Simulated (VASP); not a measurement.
AlNi3, 4 atoms in the cell. Symmetry: Pm-3m, No. 221, cubic system. Conventional cell: a = 3.451 Å, b = 3.451 Å, c = 3.451 Å, α = 90.00°, β = 90.00°, γ = 90.00°. Ni (site symmetry 4/mmm) has 8 Ni at 2.44 Å and 4 Al at 2.44 Å within 3.2 Å. Al (site symmetry m-3m) has 12 Ni at 2.44 Å within 3.2 Å. 

```yaml
Program: VASP 6.6.1
Task: single point
Functional: LDA
Potentials_or_basis: VASP PAW LDA potentials, release 64 (Ni, Al)
Cutoff: 520 eV
k_mesh: 8 × 8 × 8
Occupations: fermi-dirac, width 0.05 eV
Spin: collinear spin, ferromagnetic start
Starting_moments: "[1.0, 1.0, 1.0, 0.0] μB"
Dipole_correction: no
Further_INCAR_settings: ALGO = Normal; EDIFF = 1e-07; NBANDS = 28
```

Potentials or basis: VASP PAW LDA potentials, release 64 (Ni, Al).

The run is started by

```sh
$ cat potpaw_LDA.64/Ni/POTCAR potpaw_LDA.64/Al/POTCAR > POTCAR
$ mpirun -np 1 vasp_std > vasp.out
```

Hardware: 1 thread of Intel(R) Xeon(R) 6975P-C (Granite Rapids), on a shared host.

Problem. Estimate the wall time of this run.

Solution. Wall time 34 s on 1 thread of Intel(R) Xeon(R) 6975P-C (Granite Rapids) (shared host), peak memory 0.18 GiB. Counts: scf iterations 15, k points 35.
